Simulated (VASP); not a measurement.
# TiC (Fm-3m) in VASP: a series of runs

The runs below take TiC through single point, with PBE.

Everything below comes from runs of VASP 6.6.1. Logs are shortened: lines on timing, memory, paths and dates and some standing lists are left out, and cuts for length are marked.

**1. The cell of the first run**

The structure is cubic, space group Fm-3m (No. 225). The conventional cell has a = 4.198 Å, b = 4.198 Å, c = 4.198 Å, α = 90.00°, β = 90.00°, γ = 90.00°. Ti (site symmetry m-3m) has 6 C at 2.10 Å within 2.8 Å. C (site symmetry m-3m) has 6 Ti at 2.10 Å within 2.8 Å.

**2. Single point, PBE (strain -0.030 along x and y, -0.030 along z)**

Input file INCAR:

```
  PREC = Accurate
  ENCUT = 520
  EDIFF = 1E-7
  ISMEAR = 0
  SIGMA = 0.15
  LREAL = False
  LASPH = True
  NELM = 60
  ALGO = Normal
  ISIF = 2
  LWAVE = False
  LCHARG = False
  GGA = PE
  NBANDS = 15
```

Input file KPOINTS:

```
Automatic mesh
0
Gamma
  18 18 18
```

Input file POSCAR:

```
TiC
1.0
    0.0000000000      2.0990800000      2.0990800000
    2.0990800000      0.0000000000      2.0990800000
    2.0990800000      2.0990800000      0.0000000000
Ti C
1 1
Direct
    0.0000000000      0.0000000000      0.0000000000
    0.5000000000      0.5000000000      0.5000000000
```

Potentials or basis: VASP PAW PBE potentials, release 64 (Ti_sv, C).

Started as:

```console
cat potpaw_PBE.64/Ti_sv/POTCAR potpaw_PBE.64/C/POTCAR > POTCAR
mpirun -np 1 vasp_std > vasp.out
```

OUTCAR:

```text
PREC = Accurate
   ENCUT = 520
   EDIFF = 1E-7
   ISMEAR = 0
   LREAL = False
   LASPH = True
   NELM = 60
   ISIF = 2
   GGA = PE

 ion  position               nearest neighbor table
   1  0.000  0.000  0.000-   2 2.10   2 2.10   2 2.10   2 2.10   2 2.10   2 2.10
   2  0.500  0.500  0.500-   1 2.10   1 2.10   1 2.10   1 2.10   1 2.10   1 2.10

  LATTYP: Found a face centered cubic cell.
 ALAT       =     4.1981600000

  Lattice vectors:

 A1 = (   0.0000000000,   2.0990800000,   2.0990800000)
 A2 = (   2.0990800000,   0.0000000000,   2.0990800000)
 A3 = (   2.0990800000,   2.0990800000,   0.0000000000)

Analysis of symmetry for initial positions (statically):
=====================================================================
 Subroutine PRICEL returns:
 Original cell was already a primitive cell.

 Routine SETGRP: Setting up the symmetry group for a
 face centered cubic supercell.

 Subroutine GETGRP returns: Found 48 space group operations
 (whereof 48 operations were pure point group operations)
 out of a pool of 48 trial point group operations.

The static configuration has the point symmetry O_h .

Analysis of symmetry for dynamics (positions and initial velocities):
=====================================================================
 Subroutine PRICEL returns:
 Original cell was already a primitive cell.

 Routine SETGRP: Setting up the symmetry group for a
 face centered cubic supercell.

 Subroutine GETGRP returns: Found 48 space group operations
 (whereof 48 operations were pure point group operations)
 out of a pool of 48 trial point group operations.

The dynamic configuration has the point symmetry O_h .

 Subroutine INISYM returns: Found 48 space group operations
 (whereof 48 operations are pure point group operations),
 and found     1 'primitive' translations

----------------------------------------------------------------------------------------

                                     Primitive cell

  volume of cell :      18.4977

  direct lattice vectors                    reciprocal lattice vectors
     0.000000000  2.099080000  2.099080000    -0.238199592  0.238199592  0.238199592
     2.099080000  0.000000000  2.099080000     0.238199592 -0.238199592  0.238199592
     2.099080000  2.099080000  0.000000000     0.238199592  0.238199592 -0.238199592

  length of vectors
     2.968547405  2.968547405  2.968547405     0.412573796  0.412573796  0.412573796

  position of ions in fractional coordinates (direct lattice)
     0.000000000  0.000000000  0.000000000
     0.500000000  0.500000000  0.500000000

  ion indices of the primitive-cell ions
   primitive index   ion index
                 1           1
                 2           2

----------------------------------------------------------------------------------------

 KPOINTS: Automatic mesh

Automatic generation of k-mesh.
 Grid dimensions read from file:
 generate k-points for:   18   18   18

 Generating k-lattice:

  Cartesian coordinates                     Fractional coordinates (reciprocal lattice)
    -0.013233311  0.013233311  0.013233311     0.055555556  0.000000000  0.000000000
     0.013233311 -0.013233311  0.013233311     0.000000000  0.055555556  0.000000000
     0.013233311  0.013233311 -0.013233311     0.000000000  0.000000000  0.055555556

  Length of vectors
     0.022920766  0.022920766  0.022920766

  Shift w.r.t. Gamma in fractional coordinates (k-lattice)
     0.000000000  0.000000000  0.000000000

 Subroutine IBZKPT returns following result:
 ===========================================

 Found    195 irreducible k-points:

 Following reciprocal coordinates:
            Coordinates               Weight
  0.000000  0.000000  0.000000      1.000000
  0.055556  0.000000  0.000000      8.000000
  0.111111  0.000000  0.000000      8.000000
  0.166667  0.000000  0.000000      8.000000
  0.222222  0.000000  0.000000      8.000000
  0.277778  0.000000  0.000000      8.000000
[... 16 lines left out ...]
 -0.277778  0.055556  0.000000     24.000000
 -0.222222  0.055556  0.000000     24.000000
 [... further k-points ...]
   k-points           NKPTS =    195   k-points in BZ     NKDIM =    195   number of bands    NBANDS=     15
   number of dos      NEDOS =    301   number of ions     NIONS =      2
   total plane-waves  NPLWV =  13824
   dimension x,y,z NGX =    24 NGY =   24 NGZ =   24
   dimension x,y,z NGXF=    48 NGYF=   48 NGZF=   48
   ions per type =               1   1
   NGX,Y,Z   is equivalent  to a cutoff of  13.44, 13.44, 13.44 a.u.
   NGXF,Y,Z  is equivalent  to a cutoff of  26.88, 26.88, 26.88 a.u.
 SYSTEM =  unknown system
   PREC   = accura    normal or accurate (medium, high low for compatibility)
   ISTART =      0    job   : 0-new  1-cont  2-samecut
   ICHARG =      2    charge: 1-file 2-atom 10-const
   ISPIN  =      1    spin polarized calculation?
   LNONCOLLINEAR =      F non collinear calculations
   LSORBIT =      F    spin-orbit coupling
   LASPH  =      T    aspherical Exc in radial PAW
   ENCUT  =  520.0 eV  38.22 Ry    6.18 a.u.   5.52  5.52  5.52*2*pi/ulx,y,z
   NELM   =     60;   NELMIN=  2; NELMDL= -5     # of ELM steps
   EDIFF  = 0.1E-06   stopping-criterion for ELM
   LREAL  =      F    real-space projection
   EDIFFG = 0.1E-05   stopping-criterion for IOM
   NSW    =      0    number of steps for IOM
   IBRION =     -1    ionic relax: 0-MD 1-quasi-New 2-CG
   NFREE  =      0    steps in history (QN), initial steepest desc. (CG)
   ISIF   =      2    stress and relaxation
   ISYM   =      2    0-nonsym 1-usesym 2-fastsym
   POTIM  = 0.5000    time-step for ionic-motion
   TEBEG  =    0.0;   TEEND  =   0.0 temperature during run
   PSTRESS=    0.0 pullay stress
   NELECT =      16.0000    total number of electrons
   NUPDOWN=      -1.0000    fix difference up-down
   EMIN   =  10.00;   EMAX   =-10.00  energy-range for DOS
   EFERMI =   0.00;   METHOD = LEGACY
   ISMEAR =     0;   SIGMA  =   0.15  broadening in eV -4-tet -1-fermi 0-gaus
   EFERMI_NEDOS =   21; number of points for ismear=-14 and -15
   IALGO  =     38    algorithm
   IMIX   =      4    mixing-type and parameters
     AMIX     =   0.40;   BMIX     =  1.00
     AMIX_MAG =   1.60;   BMIX_MAG =  1.00
  volume/ion in A,a.u.               =       9.25        62.41
  Fermi-wavevector in a.u.,A,eV,Ry     =   1.559825  2.947642 33.103704  2.433054
  Thomas-Fermi vector in A             =   2.663127
   LORBIT       =      0    0 simple, 1 ext, 2 COOP (PROOUT), +10 PAW based schemes
   GGA     = PE    functional components
   LHFCALC =     F    Hartree Fock is set to
   AEXX    =    0.0000 exact exchange contribution
   IVDW    =     0    specifies the selected vdW correction
   LEPSILON=     F    determine dielectric tensor
   LRPA    =     F    only Hartree local field effects (RPA)
 non-spin polarized calculation
 Gauss-broadening in eV      SIGMA  =   0.15
  energy-cutoff  :      520.00
  volume of cell :       18.50
 maximum number of plane-waves:       531
 NGX is ok and might be reduce to    24
   NGX = 11   NGY = 11   NGZ = 11

 number of electron      15.9999997 magnetization

 Free energy of the ion-electron system (eV)
  ---------------------------------------------------
  ext. energy  EPLUGINS =         0.00000000
  ---------------------------------------------------
  free energy    TOTEN  =       -18.55554843 eV

  energy without entropy =      -18.55225907  energy(sigma->0) =      -18.55390375

 E-fermi :  10.5634     XC(G=0): -13.1909

 val. band max:       10.5418276835   @ k =   0.4444   0.4444   0.0000
 cond. band min:      10.6044006519   @ k =   0.4444   0.3889   0.0000
 fundamental gap:      0.0625729685
 Fermi energy:        10.5634491364

 k-point     1 :       0.0000    0.0000    0.0000
  band No.  band energies     occupation
      1     -45.7660      2.00000
      2     -21.7298      2.00000
      3     -21.7298      2.00000
      4     -21.7298      2.00000
      5      -2.2782      2.00000
      6      11.2739      0.00000
      7      11.2739      0.00000
      8      11.2739      0.00000
      9      12.3529      0.00000
     10      12.3529      0.00000
     11      12.3529      0.00000
     12      12.4697      0.00000
     13      12.4697      0.00000
     14      22.4683      0.00000
     15      24.9593      0.00000

 k-point     2 :       0.0556    0.0000    0.0000
  band No.  band energies     occupation
      1     -45.7627      2.00000
      2     -21.7520      2.00000
      3     -21.7317      2.00000
      4     -21.7317      2.00000
      5      -2.1992      2.00000
      6      10.8747      0.00335
      7      11.1184      0.00000
      8      11.1184      0.00000
      9      11.6958      0.00000
     10      11.6958      0.00000
     11      12.5895      0.00000
     12      13.3997      0.00000
     13      13.3997      0.00000
     14      22.5897      0.00000
     15      25.0266      0.00000

 k-point     3 :       0.1111    0.0000    0.0000
  band No.  band energies     occupation
      1     -45.7532      2.00000
      2     -21.8154      2.00000
      3     -21.7373      2.00000
      4     -21.7373      2.00000
      5      -1.9663      2.00000
      6      10.0742      2.00000
      7      10.4106      1.85032
      8      10.4106      1.85031
      9      11.7021      0.00000
     10      11.7021      0.00000
     11      12.9433      0.00000
     12      14.4450      0.00000
     13      14.4450      0.00000
     14      22.8935      0.00000
     15      25.1648      0.00000
[... 343 lines left out ...]
 k-point    23 :      -0.2778    0.0556    0.0000
  band No.  band energies     occupation
      1     -45.6930      2.00000
      2     -22.1862      2.00000
      3     -21.7964      2.00000
      4     -21.7626      2.00000
      5      -0.2543      2.00000
      6       6.7692      2.00000
      7       8.1013      2.00000
      8       8.3320      2.00000
      9      12.6479      0.00000
     10      13.0590      0.00000
     11      14.1216      0.00000
     12      17.2138      0.00000
     13      18.2982      0.00000
     14      22.0897      0.00000
     15      26.4467      0.00000

 k-point    24 :      -0.2222    0.0556    0.0000
  band No.  band energies     occupation
      1     -45.7119      2.00000
      2     -22.0696      2.00000
      3     -21.7847      2.00000
      4     -21.7509      2.00000
      5      -0.8590      2.00000
      6       7.7245      2.00000
      7       8.5913      2.00000
      8       8.8623      2.00000
      9      12.2251      0.00000
     10      12.7001      0.00000
     11      13.7964      0.00000
     12      16.2856      0.00000
     13      17.4219      0.00000
     14      22.9099      0.00000
     15      25.7832      0.00000

 [... further k-points ...]

------------------------ aborting loop because EDIFF is reached ----------------------------------------

  FORCE on cell =-STRESS in cart. coord.  units (eV):
  Direction    XX          YY          ZZ          XY          YZ          ZX
  --------------------------------------------------------------------------------------
  -------------------------------------------------------------------------------------
  Total        3.3303781      3.3303781      3.3303781     -0.0000000      0.0000000      0.0000000
  in kB      288.4610352    288.4610352    288.4610352     -0.0000000      0.0000000      0.0000000
  external PRESSURE =     288.4610352 kB  Pullay stress =       0.0000000 kB

 VOLUME and BASIS-vectors are now :
 -----------------------------------------------------------------------------
  energy-cutoff  :      520.00
  volume of cell :       18.50
      direct lattice vectors                 reciprocal lattice vectors
     0.000000000  2.099080000  2.099080000    -0.238199592  0.238199592  0.238199592
     2.099080000  0.000000000  2.099080000     0.238199592 -0.238199592  0.238199592
     2.099080000  2.099080000  0.000000000     0.238199592  0.238199592 -0.238199592

 POSITION                                       TOTAL-FORCE (eV/Angst)
 -----------------------------------------------------------------------------------
      0.00000      0.00000      0.00000         0.000000     -0.000000      0.000000
      2.09908      2.09908      2.09908        -0.000000      0.000000      0.000000
 -----------------------------------------------------------------------------------
    total drift:                                0.000000     -0.000000     -0.000000

  FREE ENERGIE OF THE ION-ELECTRON SYSTEM (eV)
  ---------------------------------------------------
  free  energy   TOTEN  =       -18.5555484316 eV

  energy  without entropy=      -18.5522590690  energy(sigma->0) =      -18.55390375
```

Wall time 32 s (1 thread of Intel Xeon Platinum 8124M at 3.00GHz (Skylake/Cascade Lake), shared host); peak memory 0.18 GiB.

What came out:

* Free energy: -18.5555 eV
* Pressure: 28.8 GPa
* Band gap on the k mesh: zero (band 8 reaches 11.27 eV, above the bottom of band 9 at 10.13 eV)

Levels at points of the mesh, in eV from the Fermi level:
| k point | band 6 | band 7 | band 8 | band 9 | band 10 | band 11 |
| --- | --- | --- | --- | --- | --- | --- |
| (0.00, 0.00, 0.00) | 0.71 | 0.71 | 0.71 | 1.79 | 1.79 | 1.79 |
| (0.50, 0.00, 0.00) | -6.29 | -3.22 | -3.22 | 3.29 | 3.29 | 4.65 |
| (0.50, 0.50, 0.00) | -3.48 | -1.93 | 0.04 | 0.04 | 3.06 | 3.99 |

Caveat: the cell differs from its parent crystal (strain -0.030 along x and y, -0.030 along z).

**3. Single point, PBE (strain -0.015 along x and y, -0.015 along z)**

Input file INCAR:

```
SYSTEM = TiC
PREC = Accurate ; ENCUT = 520
EDIFF = 1E-6 ; ISMEAR = 0
SIGMA = 0.15 ; LREAL = .False.
LASPH = .True. ; NELM = 60
ALGO = Normal ; ISIF = 2
LWAVE = .False. ; LCHARG = .False.
GGA = PE ; NBANDS = 15
```

Input file KPOINTS:

```
regular mesh
0
Gamma
  18 18 18
  0 0 0
```

Input file POSCAR:

```
TiC
1.0
    0.0000000000      2.1315400000      2.1315400000
    2.1315400000      0.0000000000      2.1315400000
    2.1315400000      2.1315400000      0.0000000000
Ti C
1 1
Direct
    0.0000000000      0.0000000000      0.0000000000
    0.5000000000      0.5000000000      0.5000000000
```

Potentials or basis: VASP PAW PBE potentials, release 64 (Ti_sv, C).

Started as:

```console
cat potpaw_PBE.64/Ti_sv/POTCAR potpaw_PBE.64/C/POTCAR > POTCAR
mpirun -np 1 vasp_std > vasp.out
```

Wall time 30 s (1 thread of Intel Xeon Platinum 8124M at 3.00GHz (Skylake/Cascade Lake), shared host); peak memory 0.18 GiB.

The run converged. Its results:

```yaml
Free_energy: -18.6701 eV
Pressure: 13.7 GPa
Band_gap_on_the_k_mesh: zero (band 8 reaches 10.69 eV, above the bottom of band 9 at 9.57 eV)
```

Levels at points of the mesh, in eV from the Fermi level:
| k point | band 6 | band 7 | band 8 | band 9 | band 10 | band 11 |
| --- | --- | --- | --- | --- | --- | --- |
| (0.00, 0.00, 0.00) | 0.70 | 0.70 | 0.70 | 1.73 | 1.73 | 1.73 |
| (0.50, 0.00, 0.00) | -6.07 | -3.06 | -3.06 | 3.10 | 3.10 | 4.37 |
| (0.50, 0.50, 0.00) | -3.47 | -1.77 | 0.00 | 0.00 | 2.88 | 3.75 |

Caveat: the cell differs from its parent crystal (strain -0.015 along x and y, -0.015 along z).
